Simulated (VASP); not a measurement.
# BiTe3O (P4mm) in VASP: relaxation of cell and atoms with PBE

Aim: the relaxation of cell and atoms of BiTe3O with PBE.

All numbers are computed with VASP 6.6.1; they aren't measurements. Logs are shortened: lines on timing, memory, paths and dates and some standing lists are left out, and cuts for length are marked.

## 1. The cell of the first run

The structure is tetragonal, space group P4mm (No. 99). Conventional cell: a = 3.933 Å, b = 3.933 Å, c = 10.359 Å, α = 90.00°, β = 90.00°, γ = 90.00°. Bi (site symmetry 4mm) has 4 O at 2.78 Å and 1 Te at 2.88 Å within 3.7 Å. Within 3.7 Å of Te (site symmetry 2mm) lie 4 Te at 2.78 Å. Within 4.1 Å of Te (site symmetry 4mm) lie 1 Bi at 2.88 Å and 4 Te at 3.93 Å and 4 O at 4.07 Å. Within 3.7 Å of O (site symmetry 4mm) lie 4 Bi at 2.78 Å.

The cell was generated, and may not be a known phase.

## 2. Relaxation of cell and atoms, PBE

INCAR

```
PREC     = Accurate       # precision mode
ENCUT    = 600            # plane-wave cutoff, eV
EDIFF    = 1E-6           # SCF threshold, eV
ISMEAR   = 0              # smearing method
SIGMA    = 0.1            # smearing width, eV
LREAL    = F              # projectors in reciprocal space
LASPH    = T              # aspherical terms in the spheres
NELM     = 60             # most SCF steps
ALGO     = Normal         # electronic algorithm
ISIF     = 3              # what is computed and relaxed
LWAVE    = F              # write WAVECAR
LCHARG   = F              # write CHGCAR
GGA      = PE             # functional
IBRION   = 2              # ionic algorithm
NSW      = 100            # ionic steps
EDIFFG   = -0.01          # ionic threshold
```

KPOINTS

```
regular mesh
0
Gamma
  10 10 4
```

POSCAR

```
BiTe3O
1.0
    3.9333689648      0.0000000000      0.0000000000
    0.0000000000      3.9333689648      0.0000000000
    0.0000000000      0.0000000000     10.3589358031
Bi Te O
1 3 1
Direct
    0.0000000000      0.0000000000      0.8335010029
    0.5000000000      0.0000000000      0.1879259940
    0.0000000000      0.5000000000      0.1879259940
    0.0000000000      0.0000000000      0.5559006988
    0.5000000000      0.5000000000      0.8429483303
```

Potentials or basis: VASP PAW PBE potentials, release 64 (Bi_d, Te, O).

Launch:

```
> cat potpaw_PBE.64/Bi_d/POTCAR potpaw_PBE.64/Te/POTCAR potpaw_PBE.64/O/POTCAR > POTCAR
> mpirun -np 1 vasp_std > vasp.out
```

OUTCAR:

```text
PREC = Accurate
   ENCUT = 600
   EDIFF = 1E-6
   ISMEAR = 0
   LREAL = F
   LASPH = T
   NELM = 60
   ISIF = 3
   GGA = PE
   IBRION = 2
   NSW = 100
   EDIFFG = -0.01

 ion  position               nearest neighbor table
   1  0.000  0.000  0.834-   5 2.78   5 2.78   5 2.78   5 2.78   4 2.88
   2  0.500  0.000  0.188-   3 2.78   3 2.78   3 2.78   3 2.78
   3  0.000  0.500  0.188-   2 2.78   2 2.78   2 2.78   2 2.78
   4  0.000  0.000  0.556-   1 2.88
   5  0.500  0.500  0.843-   1 2.78   1 2.78   1 2.78   1 2.78

  LATTYP: Found a simple tetragonal cell.
 ALAT       =     3.9333689648
 C/A-ratio  =     2.6336038891

  Lattice vectors:

 A1 = (   3.9333689648,   0.0000000000,   0.0000000000)
 A2 = (   0.0000000000,   3.9333689648,   0.0000000000)
 A3 = (   0.0000000000,   0.0000000000,  10.3589358031)

Analysis of symmetry for initial positions (statically):
=====================================================================
 Subroutine PRICEL returns:
 Original cell was already a primitive cell.

 Routine SETGRP: Setting up the symmetry group for a
 simple tetragonal supercell.

 Subroutine GETGRP returns: Found  8 space group operations
 (whereof  8 operations were pure point group operations)
 out of a pool of 16 trial point group operations.

The static configuration has the point symmetry C_4v.

Analysis of symmetry for dynamics (positions and initial velocities):
=====================================================================
 Subroutine PRICEL returns:
 Original cell was already a primitive cell.

 Routine SETGRP: Setting up the symmetry group for a
 simple tetragonal supercell.

 Subroutine GETGRP returns: Found  8 space group operations
 (whereof  8 operations were pure point group operations)
 out of a pool of 16 trial point group operations.

The dynamic configuration has the point symmetry C_4v.

 Subroutine INISYM returns: Found  8 space group operations
 (whereof  8 operations are pure point group operations),
 and found     1 'primitive' translations

----------------------------------------------------------------------------------------

                                     Primitive cell

  volume of cell :     160.2672

  direct lattice vectors                    reciprocal lattice vectors
     3.933368965  0.000000000  0.000000000     0.254234985  0.000000000  0.000000000
     0.000000000  3.933368965  0.000000000     0.000000000  0.254234985  0.000000000
     0.000000000  0.000000000 10.358935803     0.000000000  0.000000000  0.096535013

  length of vectors
     3.933368965  3.933368965 10.358935803     0.254234985  0.254234985  0.096535013

  position of ions in fractional coordinates (direct lattice)
     0.000000000  0.000000000  0.833501003
     0.500000000  0.000000000  0.187925994
     0.000000000  0.500000000  0.187925994
     0.000000000  0.000000000  0.555900699
     0.500000000  0.500000000  0.842948330

  ion indices of the primitive-cell ions
   primitive index   ion index
                 1           1
                 2           2
                 3           3
                 4           4
                 5           5

----------------------------------------------------------------------------------------

 KPOINTS: regular mesh

Automatic generation of k-mesh.
 Grid dimensions read from file:
 generate k-points for:   10   10    4

 Generating k-lattice:

  Cartesian coordinates                     Fractional coordinates (reciprocal lattice)
     0.025423499  0.000000000  0.000000000     0.100000000  0.000000000  0.000000000
     0.000000000  0.025423499  0.000000000     0.000000000  0.100000000  0.000000000
     0.000000000  0.000000000  0.024133753     0.000000000  0.000000000  0.250000000

  Length of vectors
     0.025423499  0.025423499  0.024133753

  Shift w.r.t. Gamma in fractional coordinates (k-lattice)
     0.000000000  0.000000000  0.000000000

 Subroutine IBZKPT returns following result:
 ===========================================

 Found     63 irreducible k-points:

 Following reciprocal coordinates:
            Coordinates               Weight
  0.000000  0.000000  0.000000      1.000000
  0.100000  0.000000  0.000000      4.000000
  0.200000  0.000000  0.000000      4.000000
  0.300000  0.000000  0.000000      4.000000
  0.400000  0.000000  0.000000      4.000000
  0.500000  0.000000  0.000000      2.000000
[... 16 lines left out ...]
  0.100000  0.000000  0.250000      8.000000
  0.200000  0.000000  0.250000      8.000000
 [... further k-points ...]
   k-points           NKPTS =     63   k-points in BZ     NKDIM =     63   number of bands    NBANDS=     23
   number of dos      NEDOS =    301   number of ions     NIONS =      5
   total plane-waves  NPLWV =  86016
   dimension x,y,z NGX =    32 NGY =   32 NGZ =   84
   dimension x,y,z NGXF=    64 NGYF=   64 NGZF=  168
   ions per type =               1   3   1
   NGX,Y,Z   is equivalent  to a cutoff of  13.52, 13.52, 13.48 a.u.
   NGXF,Y,Z  is equivalent  to a cutoff of  27.05, 27.05, 26.96 a.u.
 SYSTEM =  unknown system
   PREC   = accura    normal or accurate (medium, high low for compatibility)
   ISTART =      0    job   : 0-new  1-cont  2-samecut
   ICHARG =      2    charge: 1-file 2-atom 10-const
   ISPIN  =      1    spin polarized calculation?
   LNONCOLLINEAR =      F non collinear calculations
   LSORBIT =      F    spin-orbit coupling
   LASPH  =      T    aspherical Exc in radial PAW
   ENCUT  =  600.0 eV  44.10 Ry    6.64 a.u.   7.86  7.86 20.69*2*pi/ulx,y,z
   NELM   =     60;   NELMIN=  2; NELMDL= -5     # of ELM steps
   EDIFF  = 0.1E-05   stopping-criterion for ELM
   LREAL  =      F    real-space projection
   EDIFFG = -.1E-01   stopping-criterion for IOM
   NSW    =    100    number of steps for IOM
   IBRION =      2    ionic relax: 0-MD 1-quasi-New 2-CG
   NFREE  =      1    steps in history (QN), initial steepest desc. (CG)
   ISIF   =      3    stress and relaxation
   ISYM   =      2    0-nonsym 1-usesym 2-fastsym
   POTIM  = 0.5000    time-step for ionic-motion
   TEBEG  =    0.0;   TEEND  =   0.0 temperature during run
   PSTRESS=    0.0 pullay stress
   NELECT =      39.0000    total number of electrons
   NUPDOWN=      -1.0000    fix difference up-down
   EMIN   =  10.00;   EMAX   =-10.00  energy-range for DOS
   EFERMI =   0.00;   METHOD = LEGACY
   ISMEAR =     0;   SIGMA  =   0.10  broadening in eV -4-tet -1-fermi 0-gaus
   EFERMI_NEDOS =   21; number of points for ismear=-14 and -15
   IALGO  =     38    algorithm
   IMIX   =      4    mixing-type and parameters
     AMIX     =   0.40;   BMIX     =  1.00
     AMIX_MAG =   1.60;   BMIX_MAG =  1.00
  volume/ion in A,a.u.               =      32.05       216.31
  Fermi-wavevector in a.u.,A,eV,Ry     =   1.022072  1.931436 14.213072  1.044631
  Thomas-Fermi vector in A             =   2.155731
   LORBIT       =      0    0 simple, 1 ext, 2 COOP (PROOUT), +10 PAW based schemes
   GGA     = PE    functional components
   LHFCALC =     F    Hartree Fock is set to
   AEXX    =    0.0000 exact exchange contribution
   IVDW    =     0    specifies the selected vdW correction
   LEPSILON=     F    determine dielectric tensor
   LRPA    =     F    only Hartree local field effects (RPA)
 conjugate gradient relaxation of ions
 non-spin polarized calculation
 Gauss-broadening in eV      SIGMA  =   0.10
  energy-cutoff  :      600.00
  volume of cell :      160.27
 maximum number of plane-waves:      5384
 NGX is ok and might be reduce to    32
   NGX = 15   NGY = 15   NGZ = 41

--------------------------------------- Ionic step        1  -------------------------------------------

 number of electron      38.9999992 magnetization

 Free energy of the ion-electron system (eV)
  ---------------------------------------------------
  ext. energy  EPLUGINS =         0.00000000
  ---------------------------------------------------
  free energy    TOTEN  =       -17.26219360 eV

  energy without entropy =      -17.24795405  energy(sigma->0) =      -17.25507382

------------------------ aborting loop because EDIFF is reached ----------------------------------------

  FORCE on cell =-STRESS in cart. coord.  units (eV):
  Direction    XX          YY          ZZ          XY          YZ          ZX
  --------------------------------------------------------------------------------------
  -------------------------------------------------------------------------------------
  Total        0.4923552      0.4923552      0.3413724      0.0000000     -0.0000000      0.0000000
  in kB        4.9220342      4.9220342      3.4126709      0.0000000     -0.0000000      0.0000000
  external PRESSURE =       4.4189131 kB  Pullay stress =       0.0000000 kB
[... 98 lines left out ...]
  FREE ENERGIE OF THE ION-ELECTRON SYSTEM (eV)
  ---------------------------------------------------
  free  energy   TOTEN  =       -17.2644015601 eV

  energy  without entropy=      -17.2505534086  energy(sigma->0) =      -17.25747748

[... ionic steps 4 to 45 ...]

--------------------------------------- Ionic step       46  -------------------------------------------

 number of electron      38.9999988 magnetization

------------------------ aborting loop because EDIFF is reached ----------------------------------------

  FORCE on cell =-STRESS in cart. coord.  units (eV):
  Direction    XX          YY          ZZ          XY          YZ          ZX
  --------------------------------------------------------------------------------------
  -------------------------------------------------------------------------------------
  Total       -0.0076401     -0.0076401     -0.0214466      0.0000000     -0.0000000     -0.0000000
  in kB       -0.0741412     -0.0741412     -0.2081235      0.0000000     -0.0000000     -0.0000000
  external PRESSURE =      -0.1188020 kB  Pullay stress =       0.0000000 kB
[... 63 lines left out ...]
  energy  without entropy=      -17.2557055884  energy(sigma->0) =      -17.26236573

--------------------------------------- Ionic step       48  -------------------------------------------

 number of electron      38.9999987 magnetization

 Free energy of the ion-electron system (eV)
  ---------------------------------------------------
  ext. energy  EPLUGINS =         0.00000000
  ---------------------------------------------------
  free energy    TOTEN  =       -17.26905416 eV

  energy without entropy =      -17.25571687  energy(sigma->0) =      -17.26238552

 E-fermi :   4.1835     XC(G=0):  -8.5853

 val. band max:        4.1386949171   @ k =   0.5000   0.0000   0.0000
 cond. band min:       4.1874013381   @ k =   0.1000   0.0000   0.5000
 fundamental gap:      0.0487064210
 Fermi energy:         4.1835222529

 k-point     1 :       0.0000    0.0000    0.0000
  band No.  band energies     occupation
      1     -19.2083      2.00000
      2     -19.1326      2.00000
      3     -19.1276      2.00000
      4     -19.1141      2.00000
      5     -19.1141      2.00000
      6     -11.9733      2.00000
[... 613 lines left out ...]
     22       6.3735      0.00000
     23       6.4978      0.00000

 [... further k-points ...]

------------------------ aborting loop because EDIFF is reached ----------------------------------------

  FORCE on cell =-STRESS in cart. coord.  units (eV):
  Direction    XX          YY          ZZ          XY          YZ          ZX
  --------------------------------------------------------------------------------------
  -------------------------------------------------------------------------------------
  Total       -0.0040899     -0.0040899     -0.0379957      0.0000000      0.0000000     -0.0000000
  in kB       -0.0397038     -0.0397038     -0.3688514      0.0000000      0.0000000     -0.0000000
  external PRESSURE =      -0.1494196 kB  Pullay stress =       0.0000000 kB
[... 20 lines left out ...]
  FREE ENERGIE OF THE ION-ELECTRON SYSTEM (eV)
  ---------------------------------------------------
  free  energy   TOTEN  =       -17.2690541645 eV

  energy  without entropy=      -17.2557168660  energy(sigma->0) =      -17.26238552

 reached required accuracy - stopping structural energy minimisation
```

Run time: 84 min. Hardware: 1 thread of Intel Xeon Platinum 8259CL at 2.50GHz (Skylake/Cascade Lake), shared host; peak memory 0.53 GiB.

What came out:

```yaml
Free_energy: -17.2691 eV
Relaxed_volume: 33.01 Å³/atom
Relaxed_cell: a = 3.944 Å, b = 3.944 Å, c = 10.608 Å, α = 90.00°, β = 90.00°, γ = 90.00°
Space_group_after_relaxing_to_0.1_Å: P4mm (No. 99)
Energy_gained_by_relaxing: 1.4 meV/atom
Ionic_steps: 48
Pressure_after_relaxing: 0.0 GPa
Largest_force_after_relaxing: 0.010 eV/Å
Band_gap_on_the_k_mesh: zero (an odd number of electrons rules out a gap without spin polarisation)
```

Forces on the atoms (eV/Å):
```
Bi   0.000  0.000 -0.002
Te   0.000  0.000 -0.007
Te   0.000  0.000 -0.007
Te   0.000  0.000  0.006
O    0.000  0.000  0.010
```

The path:
| step | energy change (eV) | largest force (eV/Å) | pressure (GPa) | volume (Å³) |
| --- | --- | --- | --- | --- |
| 1 | 0.0000 | 0.0806 | 0.44 | 160.27 |
| 3 | -0.0022 | 0.0615 | 0.00 | 161.71 |
| 5 | -0.0035 | 0.0977 | -0.01 | 162.36 |
| 7 | -0.0038 | 0.1247 | -0.01 | 162.86 |
| 9 | -0.0047 | 0.0971 | 0.00 | 163.16 |
| 11 | -0.0061 | 0.0323 | 0.05 | 164.51 |
| 13 | -0.0061 | 0.0236 | 0.03 | 164.22 |
| 15 | -0.0062 | 0.0242 | 0.01 | 164.47 |
| 17 | -0.0062 | 0.0249 | -0.11 | 165.22 |
| 19 | -0.0062 | 0.0245 | -0.05 | 164.76 |
| 21 | -0.0064 | 0.0226 | -0.01 | 164.91 |
| 23 | -0.0065 | 0.0197 | 0.02 | 165.14 |
| 25 | -0.0065 | 0.0192 | 0.03 | 165.19 |
| 27 | -0.0066 | 0.0110 | 0.01 | 165.62 |
| 29 | -0.0067 | 0.0216 | -0.01 | 165.98 |
| 31 | -0.0067 | 0.0138 | -0.01 | 165.82 |
| 33 | -0.0067 | 0.0125 | -0.01 | 165.75 |
| 35 | -0.0067 | 0.0149 | -0.06 | 165.51 |
| 37 | -0.0067 | 0.0133 | -0.05 | 165.54 |
| 39 | -0.0068 | 0.0134 | -0.03 | 165.13 |
| 41 | -0.0068 | 0.0157 | 0.03 | 164.78 |
| 43 | -0.0068 | 0.0143 | 0.02 | 164.99 |
| 45 | -0.0068 | 0.0144 | 0.01 | 165.07 |
| 47 | -0.0068 | 0.0132 | -0.02 | 165.09 |
| 48 | -0.0069 | 0.0096 | -0.01 | 165.04 |

Final structure:
```yaml
crystal:
  lattice:
    - [3.94439, 0.00000, 0.00000]
    - [0.00000, 3.94439, 0.00000]
    - [0.00000, 0.00000, 10.60802]
  atoms:
    - { symbol: Bi, position: [0.00000, 0.00000, 0.83486] }
    - { symbol: Te, position: [0.50000, 0.00000, 0.18398] }
    - { symbol: Te, position: [0.00000, 0.50000, 0.18398] }
    - { symbol: Te, position: [0.00000, 0.00000, 0.56322] }
    - { symbol: O, position: [0.50000, 0.50000, 0.84215] }
```

Caveat: spin-orbit coupling is left out, which moves the levels of the heavy elements; this functional lacks dispersion, which binds layers or chains, so the pressure and a relaxed spacing across them are unreliable; an odd number of electrons without spin polarisation forces a metal; a magnetic or distorted state may lie lower.

The gap in the log of VASP goes by the Fermi energy; the results here count the filled bands.